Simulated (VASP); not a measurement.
Hf, 1 atom in the cell. Symmetry: Im-3m, No. 229, cubic system. The conventional cell has a = 3.610 Å, b = 3.610 Å, c = 3.610 Å, α = 90.00°, β = 90.00°, γ = 90.00°. Hf (site symmetry m-3m) has 14 Hf at 3.13 to 3.61 Å within 4.1 Å. 

| Item | Value |
| --- | --- |
| Program | VASP 6.6.1 |
| Task | relaxation of cell and atoms |
| Functional | PBEsol |
| Potentials or basis | VASP PAW PBE potentials, release 64 (Hf_pv) |
| Cutoff | 500 eV |
| k mesh | 7 × 7 × 7 |
| Occupations | fermi-dirac, width 0.02 eV |
| Spin | no spin polarisation |
| Target pressure | 5 GPa |
| Dipole correction | no |
| Further INCAR settings | ALGO = Normal; EDIFF = 1e-07; IBRION = 2; EDIFFG = -0.05; NSW = 80; ISIF = 3 |

Potentials or basis: VASP PAW PBE potentials, release 64 (Hf_pv).

Launch:

```sh
$ cat potpaw_PBE.64/Hf_pv/POTCAR > POTCAR
$ mpirun -np 1 vasp_std > vasp.out
```

Hardware: 1 thread of Intel(R) Xeon(R) Platinum 8259CL CPU @ 2.50GHz (Skylake/Cascade Lake), with other jobs on the host.

Q: Estimate the wall time of this run.

A: Wall time 9.1 s on 1 thread of Intel(R) Xeon(R) Platinum 8259CL CPU @ 2.50GHz (Skylake/Cascade Lake) (shared host), peak memory 0.14 GiB. Counts: scf iterations 29, k points 20, ion steps 3.
